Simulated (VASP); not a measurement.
# MoS2 (R3m) in VASP: single point with r2SCAN+rVV10

Aim: the single point of MoS2 with r2SCAN+rVV10.

Everything below comes from runs of VASP 6.6.1. Logs are shortened: lines on timing, memory, paths and dates and some standing lists are left out, and cuts for length are marked.

## (1) The cell of the first run

The structure is trigonal, space group R3m (No. 160). Conventional cell: a = 3.175 Å, b = 3.175 Å, c = 18.585 Å, α = 90.00°, β = 90.00°, γ = 120.00°. Mo (site symmetry 3m) has 6 S at 2.40 Å and 6 Mo at 3.18 Å within 3.2 Å. S (site symmetry 3m) has 3 Mo at 2.40 Å and 7 S at 3.11 to 3.18 Å within 3.2 Å. Within 3.2 Å of S (site symmetry 3m) lie 3 Mo at 2.40 Å and 7 S at 3.11 to 3.18 Å.

## (2) Single point, r2SCAN+rVV10

POSCAR reads:

```
MoS2
1.0
    1.5875546656      0.9165751136      6.1950273740
   -1.5875546656      0.9165751136      6.1950273740
    0.0000000000     -1.8331502271      6.1950273740
Mo S
1 2
Direct
    0.9997646375      0.9997646375      0.9997646375
    0.4167681098      0.4167681098      0.4167681098
    0.2494682528      0.2494682528      0.2494682528
```

INCAR.step1 reads:

```
SYSTEM = MoS2
PREC = Accurate
ENCUT = 520
ISMEAR = -1
SIGMA = 0.03
LREAL = .FALSE.
LASPH = .TRUE.
NELM = 60
NBANDS = 20
GGA = PE
ALGO = Normal
EDIFF = 1E-4
LWAVE = .TRUE.
LCHARG = .FALSE.
```

INCAR.step2 reads:

```
SYSTEM = MoS2
PREC = Accurate
ENCUT = 520
EDIFF = 1E-6
ISMEAR = -1
SIGMA = 0.03
LREAL = .FALSE.
LASPH = .TRUE.
NELM = 60
ALGO = Normal
ISIF = 2
LWAVE = .FALSE.
LCHARG = .FALSE.
METAGGA = R2SCAN
LMIXTAU = .TRUE.
LUSE_VDW = .TRUE.
IVDW_NL = 2
BPARAM = 11.95
CPARAM = 0.0093
NBANDS = 20
ISTART = 1
```

KPOINTS reads:

```
Automatic mesh
0
G
  8 8 8
  0 0 0
```

Potentials or basis: VASP PAW PBE potentials, release 64 (Mo_sv, S).

Launch:

```sh
> cat potpaw_PBE.64/Mo_sv/POTCAR potpaw_PBE.64/S/POTCAR > POTCAR
> cp INCAR.step1 INCAR
> mpirun -np 1 vasp_std > vasp.out
> cp INCAR.step2 INCAR
> mpirun -np 1 vasp_std > vasp.out
```

OUTCAR:

```text
SYSTEM = MoS2
   PREC = Accurate
   ENCUT = 520
   EDIFF = 1E-6
   ISMEAR = -1
   LREAL = .FALSE.
   LASPH = .TRUE.
   NELM = 60
   ISIF = 2
   METAGGA = R2SCAN
   IVDW_NL = 2
   BPARAM = 11.95
   ISTART = 1

 ion  position               nearest neighbor table
   1  1.000  1.000  1.000-   3 2.40   3 2.40   3 2.40   2 2.40   2 2.40   2 2.40
   2  0.417  0.417  0.417-   1 2.40   1 2.40   1 2.40
   3  0.249  0.249  0.249-   1 2.40   1 2.40   1 2.40

  LATTYP: Found a trigonal (rhomboedric) cell.
 ALAT       =     6.4605575549
 COS(alpha) =     0.8792332516

  Lattice vectors:

 A1 = (   1.5875546656,   0.9165751136,   6.1950273740)
 A2 = (  -1.5875546656,   0.9165751136,   6.1950273740)
 A3 = (   0.0000000000,  -1.8331502271,   6.1950273740)

Analysis of symmetry for initial positions (statically):
=====================================================================
 Subroutine PRICEL returns:
 Original cell was already a primitive cell.

 Routine SETGRP: Setting up the symmetry group for a
 trigonal (rhombohedral) supercell.

 Subroutine GETGRP returns: Found  6 space group operations
 (whereof  6 operations were pure point group operations)
 out of a pool of 12 trial point group operations.

The static configuration has the point symmetry C_3v.

Analysis of symmetry for dynamics (positions and initial velocities):
=====================================================================
 Subroutine PRICEL returns:
 Original cell was already a primitive cell.

 Routine SETGRP: Setting up the symmetry group for a
 trigonal (rhombohedral) supercell.

 Subroutine GETGRP returns: Found  6 space group operations
 (whereof  6 operations were pure point group operations)
 out of a pool of 12 trial point group operations.

The dynamic configuration has the point symmetry C_3v.

 Subroutine INISYM returns: Found  6 space group operations
 (whereof  6 operations are pure point group operations),
 and found     1 'primitive' translations

----------------------------------------------------------------------------------------

                                     Primitive cell

  volume of cell :      54.0868

  direct lattice vectors                    reciprocal lattice vectors
     1.587554666  0.916575114  6.195027374     0.314949785  0.181836343  0.053806596
    -1.587554666  0.916575114  6.195027374    -0.314949785  0.181836343  0.053806596
     0.000000000 -1.833150227  6.195027374     0.000000000 -0.363672686  0.053806596

  length of vectors
     6.460557555  6.460557555  6.460557555     0.367631571  0.367631571  0.367631571

  position of ions in fractional coordinates (direct lattice)
     0.999764638  0.999764638  0.999764638
     0.416768110  0.416768110  0.416768110
     0.249468253  0.249468253  0.249468253

  ion indices of the primitive-cell ions
   primitive index   ion index
                 1           1
                 2           2
                 3           3

----------------------------------------------------------------------------------------

 KPOINTS: Automatic mesh

Automatic generation of k-mesh.
 Grid dimensions read from file:
 generate k-points for:    8    8    8

 Generating k-lattice:

  Cartesian coordinates                     Fractional coordinates (reciprocal lattice)
     0.039368723  0.022729543  0.006725824     0.125000000  0.000000000  0.000000000
    -0.039368723  0.022729543  0.006725824     0.000000000  0.125000000  0.000000000
     0.000000000 -0.045459086  0.006725824    -0.000000000 -0.000000000  0.125000000

  Length of vectors
     0.045953946  0.045953946  0.045953946

  Shift w.r.t. Gamma in fractional coordinates (k-lattice)
     0.000000000  0.000000000  0.000000000

 Subroutine IBZKPT returns following result:
 ===========================================

 Found     65 irreducible k-points:

 Following reciprocal coordinates:
            Coordinates               Weight
  0.000000  0.000000  0.000000      1.000000
  0.125000  0.000000  0.000000      6.000000
  0.250000  0.000000  0.000000      6.000000
  0.375000 -0.000000  0.000000      6.000000
  0.500000  0.000000  0.000000      3.000000
  0.125000  0.125000  0.000000      6.000000
[... 16 lines left out ...]
  0.250000  0.125000  0.125000      6.000000
  0.375000  0.125000  0.125000      6.000000
 [... further k-points ...]
   k-points           NKPTS =     65   k-points in BZ     NKDIM =     65   number of bands    NBANDS=     20
   number of dos      NEDOS =    301   number of ions     NIONS =      3
   total plane-waves  NPLWV = 110592
   dimension x,y,z NGX =    48 NGY =   48 NGZ =   48
   dimension x,y,z NGXF=    96 NGYF=   96 NGZF=   96
   ions per type =               1   2
   NGX,Y,Z   is equivalent  to a cutoff of  12.35, 12.35, 12.35 a.u.
   NGXF,Y,Z  is equivalent  to a cutoff of  24.70, 24.70, 24.70 a.u.
 SYSTEM =  MoS2
   PREC   = accura    normal or accurate (medium, high low for compatibility)
   ISTART =      1    job   : 0-new  1-cont  2-samecut
   ICHARG =      0    charge: 1-file 2-atom 10-const
   ISPIN  =      1    spin polarized calculation?
   LNONCOLLINEAR =      F non collinear calculations
   LSORBIT =      F    spin-orbit coupling
   LASPH  =      T    aspherical Exc in radial PAW
   ENCUT  =  520.0 eV  38.22 Ry    6.18 a.u.  12.01 12.01 12.01*2*pi/ulx,y,z
   NELM   =     60;   NELMIN=  2; NELMDL=  0     # of ELM steps
   EDIFF  = 0.1E-05   stopping-criterion for ELM
   LREAL  =      F    real-space projection
   EDIFFG = 0.1E-04   stopping-criterion for IOM
   NSW    =      0    number of steps for IOM
   IBRION =     -1    ionic relax: 0-MD 1-quasi-New 2-CG
   NFREE  =      0    steps in history (QN), initial steepest desc. (CG)
   ISIF   =      2    stress and relaxation
   ISYM   =      2    0-nonsym 1-usesym 2-fastsym
   POTIM  = 0.5000    time-step for ionic-motion
   TEBEG  =    0.0;   TEEND  =   0.0 temperature during run
   PSTRESS=    0.0 pullay stress
   NELECT =      26.0000    total number of electrons
   NUPDOWN=      -1.0000    fix difference up-down
   EMIN   =  10.00;   EMAX   =-10.00  energy-range for DOS
   EFERMI =   0.00;   METHOD = LEGACY
   ISMEAR =    -1;   SIGMA  =   0.03  broadening in eV -4-tet -1-fermi 0-gaus
   EFERMI_NEDOS =   21; number of points for ismear=-14 and -15
   IALGO  =     38    algorithm
   IMIX   =      4    mixing-type and parameters
     AMIX     =   0.40;   BMIX     =  1.00
     AMIX_MAG =   1.60;   BMIX_MAG =  1.00
  volume/ion in A,a.u.               =      18.03       121.67
  Fermi-wavevector in a.u.,A,eV,Ry     =   1.282436  2.423452 22.376697  1.644641
  Thomas-Fermi vector in A             =   2.414747
   LORBIT       =      0    0 simple, 1 ext, 2 COOP (PROOUT), +10 PAW based schemes
   METAGGA = R2SCAN    functional components
   LHFCALC =     F    Hartree Fock is set to
   AEXX    =    0.0000 exact exchange contribution
   IVDW_NL    =     2    kernel type
   BPARAM     =11.9500
   IVDW    =     0    specifies the selected vdW correction
   LEPSILON=     F    determine dielectric tensor
   LRPA    =     F    only Hartree local field effects (RPA)
 non-spin polarized calculation
  energy-cutoff  :      520.00
  volume of cell :       54.09
 maximum number of plane-waves:      1480
   NGX = 23   NGY = 23   NGZ = 23

 number of electron      25.9999998 magnetization

 Free energy of the ion-electron system (eV)
  ---------------------------------------------------
  ext. energy  EPLUGINS =         0.00000000
  ---------------------------------------------------
  free energy    TOTEN  =       -44.55038102 eV

  energy without entropy =      -44.55038102  energy(sigma->0) =      -44.55038102

 E-fermi :   7.8227     XC(G=0): -11.4842

 val. band max:        7.2909639344   @ k =   0.5000   0.5000   0.5000
 cond. band min:       8.4334366093   @ k =  -0.2500   0.1250  -0.0000
 fundamental gap:      1.1424726749
 Fermi energy:         7.8226849124

 k-point     1 :       0.0000    0.0000    0.0000
  band No.  band energies     occupation
      1     -56.2269      2.00000
      2     -29.6495      2.00000
      3     -29.4265      2.00000
      4     -29.4265      2.00000
      5      -8.3974      2.00000
      6      -6.6661      2.00000
[... 12 lines left out ...]
     19      16.0604      0.00000
     20      16.2531      0.00000

 k-point     2 :       0.1250    0.0000    0.0000
  band No.  band energies     occupation
      1     -56.2206      2.00000
      2     -29.6371      2.00000
      3     -29.4883      2.00000
      4     -29.4405      2.00000
      5      -8.1526      2.00000
      6      -6.5910      2.00000
[... 12 lines left out ...]
     19      16.3296      0.00000
     20      16.9101      0.00000

 k-point     3 :       0.2500    0.0000    0.0000
  band No.  band energies     occupation
      1     -56.2054      2.00000
      2     -29.6350      2.00000
      3     -29.6069      2.00000
      4     -29.4741      2.00000
      5      -7.5038      2.00000
      6      -6.3931      2.00000
[... 12 lines left out ...]
     19      15.9932      0.00000
     20      16.6968      0.00000

 k-point     4 :       0.3750   -0.0000    0.0000
  band No.  band energies     occupation
      1     -56.1902      2.00000
      2     -29.7785      2.00000
      3     -29.5766      2.00000
      4     -29.5074      2.00000
      5      -6.7312      2.00000
      6      -6.1677      2.00000
[... 12 lines left out ...]
     19      14.8715      0.00000
     20      15.3308      0.00000

 k-point     5 :       0.5000    0.0000    0.0000
  band No.  band energies     occupation
      1     -56.1839      2.00000
      2     -29.8371      2.00000
      3     -29.5640      2.00000
      4     -29.5212      2.00000
      5      -6.3480      2.00000
      6      -6.0688      2.00000
[... 12 lines left out ...]
     19      14.5611      0.00000
     20      15.1895      0.00000

 k-point     6 :       0.1250    0.1250    0.0000
  band No.  band energies     occupation
      1     -56.2206      2.00000
      2     -29.6371      2.00000
      3     -29.4883      2.00000
      4     -29.4405      2.00000
      5      -8.1428      2.00000
      6      -6.6085      2.00000
[... 12 lines left out ...]
     19      16.3715      0.00000
     20      16.9280      0.00000

 k-point     7 :       0.2500    0.1250    0.0000
  band No.  band energies     occupation
      1     -56.2099      2.00000
      2     -29.6158      2.00000
      3     -29.5856      2.00000
      4     -29.4711      2.00000
      5      -7.6863      2.00000
      6      -6.4813      2.00000
[... 12 lines left out ...]
     19      16.5573      0.00000
     20      16.7807      0.00000
[... 277 lines left out ...]
 k-point    20 :      -0.3750    0.3750    0.0000
  band No.  band energies     occupation
      1     -56.1794      2.00000
      2     -29.7666      2.00000
      3     -29.6467      2.00000
      4     -29.5552      2.00000
      5      -6.0491      2.00000
      6      -6.0097      2.00000
[... 12 lines left out ...]
     19      14.9833      0.00000
     20      16.3859      0.00000

 k-point    21 :       0.5000    0.5000    0.0000
  band No.  band energies     occupation
      1     -56.1839      2.00000
      2     -29.8371      2.00000
      3     -29.5641      2.00000
      4     -29.5212      2.00000
      5      -6.2570      2.00000
      6      -6.1728      2.00000
[... 12 lines left out ...]
     19      14.9162      0.00000
     20      15.6882      0.00000

 k-point    22 :       0.1250    0.1250    0.1250
  band No.  band energies     occupation
      1     -56.2269      2.00000
      2     -29.6495      2.00000
      3     -29.4265      2.00000
      4     -29.4265      2.00000
      5      -8.3679      2.00000
      6      -6.7213      2.00000
[... 12 lines left out ...]
     19      16.1289      0.00000
     20      16.4057      0.00000

 k-point    23 :       0.2500    0.1250    0.1250
  band No.  band energies     occupation
      1     -56.2206      2.00000
      2     -29.6371      2.00000
      3     -29.4883      2.00000
      4     -29.4405      2.00000
      5      -8.1060      2.00000
      6      -6.6721      2.00000
[... 12 lines left out ...]
     19      16.4936      0.00000
     20      16.9926      0.00000

 k-point    24 :       0.3750    0.1250    0.1250
  band No.  band energies     occupation
      1     -56.2054      2.00000
      2     -29.6350      2.00000
      3     -29.6070      2.00000
      4     -29.4741      2.00000
      5      -7.4491      2.00000
      6      -6.4730      2.00000
[... 12 lines left out ...]
     19      16.2778      0.00000
     20      16.3956      0.00000

 [... further k-points ...]

------------------------ aborting loop because EDIFF is reached ----------------------------------------

  FORCE on cell =-STRESS in cart. coord.  units (eV):
  Direction    XX          YY          ZZ          XY          YZ          ZX
  --------------------------------------------------------------------------------------
  -------------------------------------------------------------------------------------
  Total        0.0718578      0.0718578      0.0329215      0.0000000      0.0000000      0.0000000
  in kB        2.1285953      2.1285953      0.9752130      0.0000000      0.0000000      0.0000000
  external PRESSURE =       1.7441346 kB  Pullay stress =       0.0000000 kB

 VOLUME and BASIS-vectors are now :
 -----------------------------------------------------------------------------
  energy-cutoff  :      520.00
  volume of cell :       54.09
      direct lattice vectors                 reciprocal lattice vectors
     1.587554666  0.916575114  6.195027374     0.314949785  0.181836343  0.053806596
    -1.587554666  0.916575114  6.195027374    -0.314949785  0.181836343  0.053806596
     0.000000000 -1.833150227  6.195027374     0.000000000 -0.363672686  0.053806596

 POSITION                                       TOTAL-FORCE (eV/Angst)
 -----------------------------------------------------------------------------------
      0.00000      0.00000     18.58071         0.000000     -0.000000     -0.001740
      0.00000      0.00000      7.74567         0.000000      0.000000      0.016346
      0.00000      0.00000      4.63639         0.000000     -0.000000     -0.014607
 -----------------------------------------------------------------------------------
    total drift:                               -0.000000      0.000000     -0.000166

  FREE ENERGIE OF THE ION-ELECTRON SYSTEM (eV)
  ---------------------------------------------------
  free  energy   TOTEN  =       -44.5503810181 eV

  energy  without entropy=      -44.5503810180  energy(sigma->0) =      -44.55038102
```

Run time: 7.4 min. Hardware: 1 thread of Intel Xeon 6975P-C (Granite Rapids), shared host; peak memory 0.76 GiB.

Results:

| Quantity | Value |
| --- | --- |
| Free energy | -44.5504 eV |
| Pressure | 0.2 GPa |
| Largest force | 0.016 eV/Å |
| Band gap on the k mesh | 1.14 eV (least direct gap 2.11 eV) |

Forces on the atoms (eV/Å):
```
Mo   0.000  0.000 -0.002
S    0.000  0.000  0.016
S    0.000  0.000 -0.015
```

Levels at points of the mesh, in eV from the valence-band top:
```
           k point  band 9  band 10  band 11  band 12  band 13  band 14  band 15  band 16  band 17  band 18
(0.00, 0.00, 0.00)   -3.53    -2.39    -2.39    -1.37    -1.16     2.17     2.17     2.54     2.54     6.00
(0.50, 0.00, 0.00)   -5.17    -4.15    -2.48    -1.75    -1.49     1.70     2.12     3.64     3.71     5.60
(0.50, 0.50, 0.00)   -4.87    -4.08    -3.05    -1.93    -1.33     1.66     2.25     3.25     4.06     6.38
(0.50, 0.50, 0.50)   -3.54    -3.54    -2.36    -2.36     0.00     2.26     2.26     2.41     2.41     6.09
```

Caveat: the PAW data sets were made with another functional, which shifts forces and pressure a little. A k mesh can miss the band edges.
